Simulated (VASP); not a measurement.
# Ir (Fm-3m) in VASP: further runs

The runs below take Ir through relaxation of cell and atoms, single point, with PBE.

Program: VASP 6.6.1. These are calculated values, not measurements. Logs are shortened: lines on timing, memory, paths and dates and some standing lists are left out, and cuts for length are marked.

### Step 1. The cell of the first run

It takes space group Fm-3m (No. 225, cubic). Conventional cell: a = 3.588 Å, b = 3.588 Å, c = 3.588 Å, α = 90.00°, β = 90.00°, γ = 90.00°. Within 3.3 Å of Ir (site symmetry m-3m) lie 12 Ir at 2.54 Å.

### Step 2. Relaxation of cell and atoms, PBE, target pressure 140 GPa, at which the enthalpy is minimised

INCAR

```
PREC = Accurate ; ENCUT = 600
EDIFF = 1E-6 ; ISMEAR = -1
SIGMA = 0.08 ; LREAL = F
LASPH = T ; NELM = 60
ALGO = Normal ; ISIF = 3
LWAVE = F ; LCHARG = F
GGA = PE ; IBRION = 2
NSW = 32 ; EDIFFG = -0.005
PSTRESS = 1400.0
```

KPOINTS

```
regular mesh
0
Gamma
  18 18 18
```

POSCAR

```
Ir
1.0
    0.0000000000      1.7938243530      1.7938243530
    1.7938243530      0.0000000000      1.7938243530
    1.7938243530      1.7938243530      0.0000000000
Ir
1
Direct
    0.0000000000      0.0000000000      0.0000000000
```

Potentials or basis: VASP PAW PBE potentials, release 64 (Ir).

On the command line:

```console
$ cat potpaw_PBE.64/Ir/POTCAR > POTCAR
$ mpirun -np 1 vasp_std > vasp.out
```

OUTCAR:

```text
PREC = Accurate
   ENCUT = 600
   EDIFF = 1E-6
   ISMEAR = -1
   LREAL = F
   LASPH = T
   NELM = 60
   ISIF = 3
   GGA = PE
   IBRION = 2
   NSW = 32
   EDIFFG = -0.005
   PSTRESS = 1400.0

 ion  position               nearest neighbor table
   1  0.000  0.000  0.000-

  LATTYP: Found a face centered cubic cell.
 ALAT       =     3.5876487060

  Lattice vectors:

 A1 = (   0.0000000000,   1.7938243530,   1.7938243530)
 A2 = (   1.7938243530,   0.0000000000,   1.7938243530)
 A3 = (   1.7938243530,   1.7938243530,   0.0000000000)

Analysis of symmetry for initial positions (statically):
=====================================================================
 Subroutine PRICEL returns:
 Original cell was already a primitive cell.

 Routine SETGRP: Setting up the symmetry group for a
 face centered cubic supercell.

 Subroutine GETGRP returns: Found 48 space group operations
 (whereof 48 operations were pure point group operations)
 out of a pool of 48 trial point group operations.

The static configuration has the point symmetry O_h .

Analysis of symmetry for dynamics (positions and initial velocities):
=====================================================================
 Subroutine PRICEL returns:
 Original cell was already a primitive cell.

 Routine SETGRP: Setting up the symmetry group for a
 face centered cubic supercell.

 Subroutine GETGRP returns: Found 48 space group operations
 (whereof 48 operations were pure point group operations)
 out of a pool of 48 trial point group operations.

The dynamic configuration has the point symmetry O_h .

 Subroutine INISYM returns: Found 48 space group operations
 (whereof 48 operations are pure point group operations),
 and found     1 'primitive' translations

----------------------------------------------------------------------------------------

                                     Primitive cell

  volume of cell :      11.5444

  direct lattice vectors                    reciprocal lattice vectors
     0.000000000  1.793824353  1.793824353    -0.278734091  0.278734091  0.278734091
     1.793824353  0.000000000  1.793824353     0.278734091 -0.278734091  0.278734091
     1.793824353  1.793824353  0.000000000     0.278734091  0.278734091 -0.278734091

  length of vectors
     2.536850729  2.536850729  2.536850729     0.482781607  0.482781607  0.482781607

  position of ions in fractional coordinates (direct lattice)
     0.000000000  0.000000000  0.000000000

  ion indices of the primitive-cell ions
   primitive index   ion index
                 1           1

----------------------------------------------------------------------------------------

 KPOINTS: regular mesh

Automatic generation of k-mesh.
 Grid dimensions read from file:
 generate k-points for:   18   18   18

 Generating k-lattice:

  Cartesian coordinates                     Fractional coordinates (reciprocal lattice)
    -0.015485227  0.015485227  0.015485227     0.055555556  0.000000000  0.000000000
     0.015485227 -0.015485227  0.015485227     0.000000000  0.055555556  0.000000000
     0.015485227  0.015485227 -0.015485227     0.000000000  0.000000000  0.055555556

  Length of vectors
     0.026821200  0.026821200  0.026821200

  Shift w.r.t. Gamma in fractional coordinates (k-lattice)
     0.000000000  0.000000000  0.000000000

 Subroutine IBZKPT returns following result:
 ===========================================

 Found    195 irreducible k-points:

 Following reciprocal coordinates:
            Coordinates               Weight
  0.000000  0.000000  0.000000      1.000000
  0.055556  0.000000  0.000000      8.000000
  0.111111  0.000000  0.000000      8.000000
  0.166667  0.000000  0.000000      8.000000
  0.222222  0.000000  0.000000      8.000000
  0.277778  0.000000  0.000000      8.000000
[... 16 lines left out ...]
 -0.277778  0.055556  0.000000     24.000000
 -0.222222  0.055556  0.000000     24.000000
 [... further k-points ...]
   k-points           NKPTS =    195   k-points in BZ     NKDIM =    195   number of bands    NBANDS=      8
   number of dos      NEDOS =    301   number of ions     NIONS =      1
   total plane-waves  NPLWV =   8000
   dimension x,y,z NGX =    20 NGY =   20 NGZ =   20
   dimension x,y,z NGXF=    40 NGYF=   40 NGZF=   40
   ions per type =               1
   NGX,Y,Z   is equivalent  to a cutoff of  13.11, 13.11, 13.11 a.u.
   NGXF,Y,Z  is equivalent  to a cutoff of  26.21, 26.21, 26.21 a.u.
 SYSTEM =  unknown system
   PREC   = accura    normal or accurate (medium, high low for compatibility)
   ISTART =      0    job   : 0-new  1-cont  2-samecut
   ICHARG =      2    charge: 1-file 2-atom 10-const
   ISPIN  =      1    spin polarized calculation?
   LNONCOLLINEAR =      F non collinear calculations
   LSORBIT =      F    spin-orbit coupling
   LASPH  =      T    aspherical Exc in radial PAW
   ENCUT  =  600.0 eV  44.10 Ry    6.64 a.u.   5.07  5.07  5.07*2*pi/ulx,y,z
   NELM   =     60;   NELMIN=  2; NELMDL= -5     # of ELM steps
   EDIFF  = 0.1E-05   stopping-criterion for ELM
   LREAL  =      F    real-space projection
   EDIFFG = -.5E-02   stopping-criterion for IOM
   NSW    =     32    number of steps for IOM
   IBRION =      2    ionic relax: 0-MD 1-quasi-New 2-CG
   NFREE  =      1    steps in history (QN), initial steepest desc. (CG)
   ISIF   =      3    stress and relaxation
   ISYM   =      2    0-nonsym 1-usesym 2-fastsym
   POTIM  = 0.5000    time-step for ionic-motion
   TEBEG  =    0.0;   TEEND  =   0.0 temperature during run
   PSTRESS= 1400.0 pullay stress
   NELECT =       9.0000    total number of electrons
   NUPDOWN=      -1.0000    fix difference up-down
   EMIN   =  10.00;   EMAX   =-10.00  energy-range for DOS
   EFERMI =   0.00;   METHOD = LEGACY
   ISMEAR =    -1;   SIGMA  =   0.08  broadening in eV -4-tet -1-fermi 0-gaus
   EFERMI_NEDOS =   21; number of points for ismear=-14 and -15
   IALGO  =     38    algorithm
   IMIX   =      4    mixing-type and parameters
     AMIX     =   0.40;   BMIX     =  1.00
     AMIX_MAG =   1.60;   BMIX_MAG =  1.00
  volume/ion in A,a.u.               =      11.54        77.91
  Fermi-wavevector in a.u.,A,eV,Ry     =   1.506720  2.847287 30.887997  2.270204
  Thomas-Fermi vector in A             =   2.617400
   LORBIT       =      0    0 simple, 1 ext, 2 COOP (PROOUT), +10 PAW based schemes
   GGA     = PE    functional components
   LHFCALC =     F    Hartree Fock is set to
   AEXX    =    0.0000 exact exchange contribution
   IVDW    =     0    specifies the selected vdW correction
   LEPSILON=     F    determine dielectric tensor
   LRPA    =     F    only Hartree local field effects (RPA)
 conjugate gradient relaxation of ions
 non-spin polarized calculation
  energy-cutoff  :      600.00
  volume of cell :       11.54
 maximum number of plane-waves:       397
   NGX = 11   NGY = 11   NGZ = 11

--------------------------------------- Ionic step        1  -------------------------------------------

 number of electron       9.0000000 magnetization

 Free energy of the ion-electron system (eV)
  ---------------------------------------------------
  ext. energy  EPLUGINS =         0.00000000
  ---------------------------------------------------
  free energy    TOTEN  =        -7.80246274 eV

  energy without entropy =       -7.78827560  energy(sigma->0) =       -7.79536917

------------------------ aborting loop because EDIFF is reached ----------------------------------------

  FORCE on cell =-STRESS in cart. coord.  units (eV):
  Direction    XX          YY          ZZ          XY          YZ          ZX
  --------------------------------------------------------------------------------------
  -------------------------------------------------------------------------------------
  Total       10.3114615     10.3114615     10.3114615      0.0000000     -0.0000000      0.0000000
  in kB     1431.0706146   1431.0706146   1431.0706146      0.0000000     -0.0000000      0.0000000
  external PRESSURE =      31.0706146 kB  Pullay stress =    1400.0000000 kB

 VOLUME and BASIS-vectors are now :
 -----------------------------------------------------------------------------
  energy-cutoff  :      600.00
  volume of cell :       11.54
      direct lattice vectors                 reciprocal lattice vectors
     0.000000000  1.793824353  1.793824353    -0.278734091  0.278734091  0.278734091
     1.793824353  0.000000000  1.793824353     0.278734091 -0.278734091  0.278734091
     1.793824353  1.793824353  0.000000000     0.278734091  0.278734091 -0.278734091
[... 44 lines left out ...]
  FREE ENERGIE OF THE ION-ELECTRON SYSTEM (eV)
  ---------------------------------------------------
  free  energy   TOTEN  =        -8.1043491126 eV

  energy  without entropy=       -8.0893838445  energy(sigma->0) =       -8.09686648

  enthalpy is  TOTEN    =         2.3136285721 eV   P V=       10.4179776847

--------------------------------------- Ionic step        3  -------------------------------------------

 number of electron       9.0000000 magnetization

 Free energy of the ion-electron system (eV)
  ---------------------------------------------------
  ext. energy  EPLUGINS =         0.00000000
  ---------------------------------------------------
  free energy    TOTEN  =        -7.83551207 eV

  energy without entropy =       -7.82124806  energy(sigma->0) =       -7.82838007

 E-fermi :  14.3095     XC(G=0): -15.2038

 val. band max:       14.3003482151   @ k =   0.5000   0.2222   0.1111
 cond. band min:      14.3512231946   @ k =   0.3333   0.1111   0.0556
 fundamental gap:      0.0508749795
 Fermi energy:        14.3095295768

 k-point     1 :       0.0000    0.0000    0.0000
  band No.  band energies     occupation
      1       0.8479      2.00000
      2       8.9906      2.00000
      3       8.9906      2.00000
      4       8.9906      2.00000
      5      12.6752      2.00000
      6      12.6752      2.00000
      7      27.9591      0.00000
      8      34.8147      0.00000

 k-point     2 :       0.0556    0.0000    0.0000
  band No.  band energies     occupation
      1       1.0204      2.00000
      2       8.8863      2.00000
      3       9.0701      2.00000
      4       9.0701      2.00000
      5      12.6139      2.00000
      6      12.6139      2.00000
      7      28.2819      0.00000
      8      33.9835      0.00000
[... 221 lines left out ...]
 k-point    23 :      -0.2778    0.0556    0.0000
  band No.  band energies     occupation
      1       3.9159      2.00000
      2       8.7764      2.00000
      3       9.3799      2.00000
      4       9.5092      2.00000
      5      12.8643      2.00000
      6      14.1667      1.71277
      7      27.6005      0.00000
      8      32.1091      0.00000

 k-point    24 :      -0.2222    0.0556    0.0000
  band No.  band energies     occupation
      1       3.4323      2.00000
      2       8.1859      2.00000
      3       9.5859      2.00000
      4       9.6983      2.00000
      5      12.1978      2.00000
      6      13.4156      1.99997
      7      28.8237      0.00000
      8      32.5181      0.00000

 [... further k-points ...]

------------------------ aborting loop because EDIFF is reached ----------------------------------------

  FORCE on cell =-STRESS in cart. coord.  units (eV):
  Direction    XX          YY          ZZ          XY          YZ          ZX
  --------------------------------------------------------------------------------------
  -------------------------------------------------------------------------------------
  Total       10.1176235     10.1176235     10.1176235      0.0000000      0.0000000      0.0000000
  in kB     1399.6317843   1399.6317843   1399.6317843      0.0000000      0.0000000      0.0000000
  external PRESSURE =      -0.3682157 kB  Pullay stress =    1400.0000000 kB

 VOLUME and BASIS-vectors are now :
 -----------------------------------------------------------------------------
  energy-cutoff  :      600.00
  volume of cell :       11.58
      direct lattice vectors                 reciprocal lattice vectors
     0.000000000  1.795760586  1.795760586    -0.278433553  0.278433553  0.278433553
     1.795760586  0.000000000  1.795760586     0.278433553 -0.278433553  0.278433553
     1.795760586  1.795760586 -0.000000000     0.278433553  0.278433553 -0.278433553

 POSITION                                       TOTAL-FORCE (eV/Angst)
 -----------------------------------------------------------------------------------
      0.00000      0.00000      0.00000         0.000000      0.000000     -0.000000
 -----------------------------------------------------------------------------------
    total drift:                                0.000000     -0.000000     -0.000000

  FREE ENERGIE OF THE ION-ELECTRON SYSTEM (eV)
  ---------------------------------------------------
  free  energy   TOTEN  =        -7.8355120739 eV

  energy  without entropy=       -7.8212480575  energy(sigma->0) =       -7.82838007

  enthalpy is  TOTEN    =         2.2847732089 eV   P V=       10.1202852828

 reached required accuracy - stopping structural energy minimisation
```

Wall time 37 s (1 thread of Intel Xeon 6975P-C, shared host); peak memory 0.15 GiB.

Results:

```yaml
Free_energy: -7.8355 eV
Relaxed_volume: 11.58 Å³/atom
Relaxed_cell: a = 2.540 Å, b = 2.540 Å, c = 2.540 Å, α = 60.00°, β = 60.00°, γ = 60.00°
Space_group_after_relaxing_to_0.05_Å: Fm-3m (No. 225)
Energy_change_on_relaxing_the_enthalpy_is_what_falls: -33.0 meV/atom
Ionic_steps: 3
Pressure_after_relaxing: 140.0 GPa
```

The path:
```
step  energy change (eV)  largest force (eV/Å)  pressure (GPa)  volume (Å³)
   1              0.0000                0.0000          143.11        11.54
   2             -0.3019                0.0000          113.60        11.92
   3             -0.0330                0.0000          139.96        11.58
```

Final structure:
```xyz
1
Lattice="0.0000 1.7958 1.7958 1.7958 0.0000 1.7958 1.7958 1.7958 0.0000" Properties=species:S:1:pos:R:3 pbc="T T T"
Ir    0.0000    0.0000    0.0000
```

Levels at points of the mesh, in eV from the Fermi level:
| k point | band 2 | band 3 | band 4 | band 5 | band 6 | band 7 |
| --- | --- | --- | --- | --- | --- | --- |
| (0.00, 0.00, 0.00) | -5.32 | -5.32 | -5.32 | -1.63 | -1.63 | 13.65 |
| (0.50, 0.00, 0.00) | -5.50 | -5.50 | -1.24 | 1.27 | 1.27 | 9.58 |
| (0.50, 0.50, 0.00) | -9.91 | 1.24 | 1.79 | 2.10 | 2.10 | 12.67 |

Caveat: the cell is relaxed towards a set pressure, so the enthalpy falls and the energy may rise; spin-orbit coupling is left out, which moves the levels of the heavy elements.

### Step 3. Relaxation of cell and atoms, PBE

This run uses another cell than the first one, of 14.51 Å³/atom, 1.257 times its volume.

INCAR

```
PREC     = Accurate       # precision mode
ENCUT    = 600            # plane-wave cutoff, eV
EDIFF    = 1E-6           # SCF threshold, eV
ISMEAR   = -1             # smearing method
SIGMA    = 0.08           # smearing width, eV
LREAL    = F              # projectors in reciprocal space
LASPH    = T              # aspherical terms in the spheres
NELM     = 60             # most SCF steps
ALGO     = Normal         # electronic algorithm
ISIF     = 3              # what is computed and relaxed
LWAVE    = F              # write WAVECAR
LCHARG   = F              # write CHGCAR
GGA      = PE             # functional
IBRION   = 2              # ionic algorithm
NSW      = 60             # ionic steps
EDIFFG   = -0.005         # ionic threshold
```

KPOINTS is that of step 2.

POSCAR

```
Ir
1.0
    0.0000000000      1.9357497200      1.9357497200
    1.9357497200      0.0000000000      1.9357497200
    1.9357497200      1.9357497200      0.0000000000
Ir
1
Direct
    0.0000000000      0.0000000000      0.0000000000
```

Potentials or basis: VASP PAW PBE potentials, release 64 (Ir).

On the command line:

```console
$ cat potpaw_PBE.64/Ir/POTCAR > POTCAR
$ mpirun -np 1 vasp_std > vasp.out
```

Run time: 35 s. Hardware: 1 thread of Intel Xeon 6975P-C, shared host; peak memory 0.17 GiB.

The run converged. Its results:

```yaml
Free_energy: -8.8621 eV
Relaxed_volume: 14.53 Å³/atom
Relaxed_cell: a = 2.739 Å, b = 2.739 Å, c = 2.739 Å, α = 60.00°, β = 60.00°, γ = 60.00°
Space_group_after_relaxing_to_0.05_Å: Fm-3m (No. 225)
Energy_gained_by_relaxing: 0.0 meV/atom
Ionic_steps: 3
Pressure_after_relaxing: 0.0 GPa
```

Final structure:
```
Ir
1.0
     0.00000    1.93661    1.93661
     1.93661    0.00000    1.93661
     1.93661    1.93661    0.00000
Ir
1
Direct
  0.00000 0.00000 0.00000
```

Levels at points of the mesh, in eV from the Fermi level:
| k point | band 2 | band 3 | band 4 | band 5 | band 6 | band 7 |
| --- | --- | --- | --- | --- | --- | --- |
| (0.00, 0.00, 0.00) | -3.74 | -3.74 | -3.74 | -1.17 | -1.17 | 14.36 |
| (0.50, 0.00, 0.00) | -3.84 | -3.84 | -0.70 | 0.84 | 0.84 | 6.99 |
| (0.50, 0.50, 0.00) | -7.07 | 0.81 | 1.39 | 1.39 | 1.69 | 10.14 |

Caveat: spin-orbit coupling is left out, which moves the levels of the heavy elements.

### Step 4. Single point, PBE (volume scaled by 0.798, to set the pressure)

INCAR

```
SYSTEM = Ir
ALGO     = Normal         ! electronic algorithm
EDIFF    = 1E-6           ! SCF threshold, eV
ENCUT    = 500            ! plane-wave cutoff, eV
GGA      = PE             ! functional
GGA_COMPAT= .False.      
ISIF     = 2              ! what is computed and relaxed
ISMEAR   = -1             ! smearing method
LASPH    = .True.         ! aspherical terms in the spheres
LCHARG   = .False.        ! write CHGCAR
LREAL    = .False.        ! projectors in reciprocal space
LWAVE    = .False.        ! write WAVECAR
NBANDS   = 10             ! bands
NELM     = 120            ! most SCF steps
PREC     = Accurate       ! precision mode
SIGMA    = 0.08           ! smearing width, eV
```

KPOINTS

```
k-points
0
Gamma
  18 18 18
  0 0 0
```

POSCAR

```
Ir
1.0
    0.0000000000      1.7953140163      1.7953140163
    1.7953140163      0.0000000000      1.7953140163
    1.7953140163      1.7953140163      0.0000000000
Ir
1
Direct
    0.0000000000      0.0000000000      0.0000000000
```

On the command line:

```console
$ cat potpaw_PBE.64/Ir/POTCAR > POTCAR
$ mpirun -np 1 vasp_std > vasp.out
```

It took 8.8 s on 1 thread of Intel Xeon 6975P-C (Granite Rapids), shared host; peak memory 0.15 GiB.

It converged, with:

```
Free energy : -7.8278 eV
Pressure    : 140.5 GPa
```

Levels at points of the mesh, in eV from the Fermi level:
```csv
k point,band 1,band 2,band 3,band 4,band 5,band 6,band 7,band 8
"(0.00, 0.00, 0.00)",-13.47,-5.32,-5.32,-5.32,-1.64,-1.64,13.65,20.51
"(0.50, 0.00, 0.00)",-10.54,-5.51,-5.51,-1.24,1.27,1.27,9.59,13.26
"(0.50, 0.50, 0.00)",-10.63,-9.92,1.24,1.79,2.10,2.10,12.67,12.67
```

Caveat: the cell differs from its parent crystal (volume scaled by 0.798, to set the pressure); spin-orbit coupling is left out, which moves the levels of the heavy elements.

### Step 5. Overview

| task | cell | cutoff (eV) | gap on the mesh (eV) | pressure (GPa) |
| --- | --- | --- | --- | --- |
| relaxation of cell and atoms | relaxed to 140 GPa from a = 2.537 Å, angles 60.0°, 1 atom | 600 | none | 140.0 |
| relaxation of cell and atoms | relaxed from a = 2.738 Å, angles 60.0°, 1 atom | 600 | none | 0.0 |
| single point | a = 2.539 Å, angles 60.0°, 1 atom | 500 | none | 140.5 |

Alike in all rows: level PBE; potentials or basis VASP PAW PBE potentials, release 64 (Ir); no spin polarisation; k mesh 18 × 18 × 18; smearing fermi-dirac 0.08 eV.

Caveats: spin-orbit coupling is left out, which moves the levels of the heavy elements; the cell is relaxed towards a set pressure, so the enthalpy falls and the energy may rise (some runs).

Total energies depend on the potentials used, so only differences within one code and one set of settings carry meaning.
